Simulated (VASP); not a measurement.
# GaP (F-43m) in VASP: further runs, part 2 of 2

VASP 6.6.1.

### 3 Vibrations by perturbation theory, PBEsol

This run uses another cell than the first one, of 20.11 Å³/atom, 1.023 times its volume.

File INCAR:

```
SYSTEM = GaP
PREC = Accurate
ENCUT = 520
EDIFF = 1E-8
ISMEAR = 0
SIGMA = 0.01
LREAL = .False.
LASPH = .True.
NELM = 60
ALGO = Normal
ISIF = 2
LWAVE = .False.
LCHARG = .False.
GGA = PS
NBANDS = 16
IBRION = 8
NSW = 1
```

File KPOINTS:

```
Automatic mesh
0
Gamma
  8 8 8
  0 0 0
```

File POSCAR:

```
GaP
1.0
    2.7192641266      2.7192641266      0.0000000000
   -2.7192641266      2.7192641266      0.0000000000
    0.0000000000      2.7192641266      2.7192641266
Ga P
1 1
Direct
    0.0000000000      0.0000000000      0.0000000000
    0.7500000000      0.2500000000      0.5000000000
```

Potentials or basis: VASP PAW PBE potentials, release 64 (Ga_d, P).

Run with:

```sh
cat potpaw_PBE.64/Ga_d/POTCAR potpaw_PBE.64/P/POTCAR > POTCAR
mpirun -np 1 vasp_std > vasp.out
```

OUTCAR:

```text
SYSTEM = GaP
   PREC = Accurate
   ENCUT = 520
   EDIFF = 1E-8
   ISMEAR = 0
   LREAL = .False.
   LASPH = .True.
   NELM = 60
   ISIF = 2
   GGA = PS
   IBRION = 8
   NSW = 1

 ion  position               nearest neighbor table
   1  0.000  0.000  0.000-   2 2.35   2 2.35   2 2.35   2 2.35
   2  0.750  0.250  0.500-   1 2.35   1 2.35   1 2.35   1 2.35

  LATTYP: Found a face centered cubic cell.
 ALAT       =     5.4385282532
[... 714 lines left out ...]
 ------------------------------------
               1X          1Y          1Z          2X          2Y          2Z
  1X    -9.945512    0.000000   -0.000000    9.945512   -0.000000    0.000000
  1Y    -0.000000   -9.945512    0.000000    0.000000    9.945512   -0.000000
  1Z    -0.000000    0.000000   -9.945512    0.000000   -0.000000    9.945512
  2X     9.969945   -0.000000    0.000000   -9.969945    0.000000   -0.000000
  2Y     0.000000    9.969945   -0.000000   -0.000000   -9.969945    0.000000
  2Z     0.000000   -0.000000    9.969945   -0.000000    0.000000   -9.969945

 Eigenvectors and eigenvalues of the dynamical matrix
 ----------------------------------------------------

   1 f  =   10.655038 THz    66.947580 2PiTHz  355.413820 cm-1    44.065678 meV
             X         Y         Z           dx          dy          dz
      0.000000  0.000000  0.000000     0.554142    0.000000   -0.000000
      1.359632  4.078896  1.359632    -0.832422   -0.000000    0.000000
[... 21 lines left out ...]
   6 f/i=    0.006030 THz     0.037886 2PiTHz    0.201133 cm-1     0.024937 meV
             X         Y         Z           dx          dy          dz
      0.000000  0.000000  0.000000     0.000000   -0.000000    0.832422
      1.359632  4.078896  1.359632    -0.000000    0.000000    0.554142

--------------------------------------------------------------------------------------------------------

 ELASTIC MODULI CONTR FROM IONIC RELAXATION (kBar)
 Direction    XX          YY          ZZ          XY          YZ          ZX
 --------------------------------------------------------------------------------
 XX          -0.0000     -0.0000     -0.0000      0.0000      0.0000     -0.0000
 YY          -0.0000     -0.0000     -0.0000      0.0000     -0.0000     -0.0000
 ZZ          -0.0000     -0.0000     -0.0000     -0.0000     -0.0000     -0.0000
 XY           0.0000      0.0000     -0.0000   -211.1235     -0.0000     -0.0000
 YZ           0.0000     -0.0000     -0.0000     -0.0000   -211.1235      0.0000
 ZX          -0.0000     -0.0000     -0.0000     -0.0000      0.0000   -211.1235
 --------------------------------------------------------------------------------
```

OSZICAR:

```text
N       E                     dE             d eps       ncg     rms          rms(c)
DAV:   1     0.773804918966E+02    0.77380E+02   -0.89767E+03   976   0.165E+03
DAV:   2    -0.422175564423E+01   -0.81602E+02   -0.77395E+02  1112   0.297E+02
[... 41 lines left out ...]
RMM:   5    -0.474450360368E-01   -0.17429E-04   -0.28189E-05  6421   0.192E-02    0.642E-03
RMM:   6    -0.474275530065E-01    0.17483E-04   -0.32304E-06  6118   0.667E-03    0.384E-03
RMM:   7    -0.474254821551E-01    0.20709E-05    0.67991E-07  6296   0.260E-03    0.197E-04
RMM:   8    -0.474241555681E-01    0.13266E-05    0.12386E-08  6310   0.926E-04    0.172E-04
RMM:   9    -0.474239046978E-01    0.25087E-06   -0.28242E-09  6351   0.288E-04    0.195E-05
RMM:  10    -0.474239079685E-01   -0.32707E-08   -0.35272E-09  6331   0.110E-04    0.539E-06
 Linear response finished
```

stdout:

```text
POSCAR found type information on POSCAR GaP
 POSCAR found :  2 types and       2 ions
 scaLAPACK will be used
 -----------------------------------------------------------------------------
|                                                                             |
|                                                                             |
|     You enforced a specific xc type in the INCAR file but a different       |
|     I HOPE YOU KNOW WHAT YOU ARE DOING!                                     |
|                                                                             |
 -----------------------------------------------------------------------------

 LDA part: xc-table for (Slater+PW92), standard interpolation
 POSCAR, INCAR and KPOINTS ok, starting setup
 FFT: planning ... GRIDC
 FFT: planning ... GRID_SOFT
 FFT: planning ... GRID
 WAVECAR not read
 entering main loop
 Linear response reoptimize wavefunctions to high precision
 Linear response DOF=           2
 Linear response progress:
 first order change of Fermi-energy   0.12781E+00
 force on displaced ion       1 direction 1 :  -9.946   0.000   0.000
 Linear response progress:
 first order change of Fermi-energy  -0.12929E+00
 force on displaced ion       2 direction 1 :  -9.970  -0.000   0.000
 Linear response finished
```

Run time: 5.9 min. Hardware: 1 thread of AMD EPYC 7R13, shared host; peak memory 0.27 GiB.

Results:

| Item | Value |
| --- | --- |
| Highest phonon frequency at Γ, LO-TO splitting left out | 355 cm⁻¹ |

Phonon frequencies in cm⁻¹ (negative: imaginary):
| q point | frequencies |
| --- | --- |
| (0.000, 0.000, 0.000) | 0 0 0 355 355 355 |

Caveat: the PAW data sets were made with another functional, which shifts forces and pressure a little.

### 4 Vibrations by perturbation theory, PBEsol

This run uses another cell than the first one, of 20.60 Å³/atom, 1.048 times its volume.

File INCAR:

```
SYSTEM = GaP
PREC = Accurate ; ENCUT = 520
EDIFF = 1E-8 ; ISMEAR = 0
SIGMA = 0.01 ; LREAL = .False.
LASPH = .True. ; NELM = 60
ALGO = Normal ; ISIF = 2
LWAVE = .False. ; LCHARG = .False.
GGA = PS ; IBRION = 8
NSW = 1
```

File KPOINTS:

```
regular mesh
0
Gamma
  8 8 8
  0 0 0
```

File POSCAR:

```
GaP
1.0
    2.7414772856      2.7414772856      0.0000000000
   -2.7414772856      2.7414772856      0.0000000000
    0.0000000000      2.7414772856      2.7414772856
Ga P
1 1
Direct
    0.0000000000      0.0000000000      0.0000000000
    0.7500000000      0.2500000000      0.5000000000
```

Potentials or basis: VASP PAW PBE potentials, release 64 (Ga_d, P).

Run with:

```sh
cat potpaw_PBE.64/Ga_d/POTCAR potpaw_PBE.64/P/POTCAR > POTCAR
mpirun -np 1 vasp_std > vasp.out
```

OUTCAR:

```text
SYSTEM = GaP
   PREC = Accurate
   ENCUT = 520
   EDIFF = 1E-8
   ISMEAR = 0
   LREAL = .False.
   LASPH = .True.
   NELM = 60
   ISIF = 2
   GGA = PS
   IBRION = 8
   NSW = 1

 ion  position               nearest neighbor table
   1  0.000  0.000  0.000-   2 2.37   2 2.37   2 2.37   2 2.37
   2  0.750  0.250  0.500-   1 2.37   1 2.37   1 2.37   1 2.37

  LATTYP: Found a face centered cubic cell.
 ALAT       =     5.4829545712
[... 642 lines left out ...]
 ------------------------------------
               1X          1Y          1Z          2X          2Y          2Z
  1X    -9.386351    0.000000   -0.000000    9.386351   -0.000000    0.000000
  1Y    -0.000000   -9.386351    0.000000    0.000000    9.386351   -0.000000
  1Z    -0.000000    0.000000   -9.386351    0.000000   -0.000000    9.386351
  2X     9.395085    0.000000   -0.000000   -9.395085   -0.000000    0.000000
  2Y    -0.000000    9.395085    0.000000    0.000000   -9.395085   -0.000000
  2Z    -0.000000    0.000000    9.395085    0.000000   -0.000000   -9.395085

 Eigenvectors and eigenvalues of the dynamical matrix
 ----------------------------------------------------

   1 f  =   10.345717 THz    65.004056 2PiTHz  345.095966 cm-1    42.786427 meV
             X         Y         Z           dx          dy          dz
      0.000000  0.000000  0.000000     0.554435   -0.000000   -0.000000
      1.370739  4.112216  1.370739    -0.832227    0.000000    0.000000
[... 21 lines left out ...]
   6 f/i=    0.002220 THz     0.013948 2PiTHz    0.074048 cm-1     0.009181 meV
             X         Y         Z           dx          dy          dz
      0.000000  0.000000  0.000000     0.340436    0.748786   -0.126592
      1.370739  4.112216  1.370739     0.226800    0.498846   -0.084336

--------------------------------------------------------------------------------------------------------

 ELASTIC MODULI CONTR FROM IONIC RELAXATION (kBar)
 Direction    XX          YY          ZZ          XY          YZ          ZX
 --------------------------------------------------------------------------------
 XX          -0.0000     -0.0000     -0.0000     -0.0000      0.0000      0.0000
 YY          -0.0000     -0.0000     -0.0000     -0.0000      0.0000      0.0000
 ZZ          -0.0000     -0.0000     -0.0000      0.0000      0.0000      0.0000
 XY          -0.0000     -0.0000      0.0000   -165.6065      0.0000     -0.0000
 YZ           0.0000      0.0000      0.0000      0.0000   -165.6065     -0.0000
 ZX           0.0000      0.0000      0.0000     -0.0000     -0.0000   -165.6065
 --------------------------------------------------------------------------------
```

OSZICAR:

```text
N       E                     dE             d eps       ncg     rms          rms(c)
DAV:   1     0.799893514863E+02    0.79989E+02   -0.92777E+03   762   0.195E+03
[... 48 lines left out ...]
RMM:   7    -0.473709506491E-01   -0.32096E-05    0.56356E-07  4920   0.370E-03    0.178E-03
RMM:   8    -0.473687915031E-01    0.21591E-05    0.57707E-07  4793   0.131E-03    0.696E-05
RMM:   9    -0.473683413641E-01    0.45014E-06    0.83726E-09  4855   0.395E-04    0.122E-04
RMM:  10    -0.473680619829E-01    0.27938E-06    0.12573E-08  4790   0.144E-04    0.110E-05
RMM:  11    -0.473681264553E-01   -0.64472E-07    0.10201E-08  4882   0.555E-05    0.549E-06
RMM:  12    -0.473681482840E-01   -0.21829E-07   -0.56985E-09  4909   0.238E-05    0.154E-06
RMM:  13    -0.473681424239E-01    0.58601E-08   -0.64770E-09  4752   0.898E-06    0.128E-06
 Linear response finished
```

stdout:

```text
POSCAR found type information on POSCAR GaP
 POSCAR found :  2 types and       2 ions
 scaLAPACK will be used
 -----------------------------------------------------------------------------
|                                                                             |
|                                                                             |
|     You enforced a specific xc type in the INCAR file but a different       |
|     I HOPE YOU KNOW WHAT YOU ARE DOING!                                     |
|                                                                             |
 -----------------------------------------------------------------------------

 LDA part: xc-table for (Slater+PW92), standard interpolation
 POSCAR, INCAR and KPOINTS ok, starting setup
 FFT: planning ... GRIDC
 FFT: planning ... GRID_SOFT
 FFT: planning ... GRID
 WAVECAR not read
 entering main loop
 Linear response reoptimize wavefunctions to high precision
 Linear response DOF=           2
 Linear response progress:
 first order change of Fermi-energy   0.21994E-03
 force on displaced ion       1 direction 1 :  -9.386  -0.000  -0.000
 Linear response progress:
 first order change of Fermi-energy  -0.23175E-03
 force on displaced ion       2 direction 1 :  -9.395  -0.000   0.000
 Linear response finished
```

Run time: 5.3 min. Hardware: 1 thread of AMD EPYC 7R13, shared host; peak memory 0.25 GiB.

What came out:

```
Highest phonon frequency at Γ, LO-TO splitting left out : 345 cm⁻¹
```

Phonon frequencies in cm⁻¹ (negative: imaginary):
```
              q point        frequencies
(0.000, 0.000, 0.000)  0 0 0 345 345 345
```

Caveat: the cell wasn't relaxed at this level first, which shifts response properties; the PAW data sets were made with another functional, which shifts forces and pressure a little.
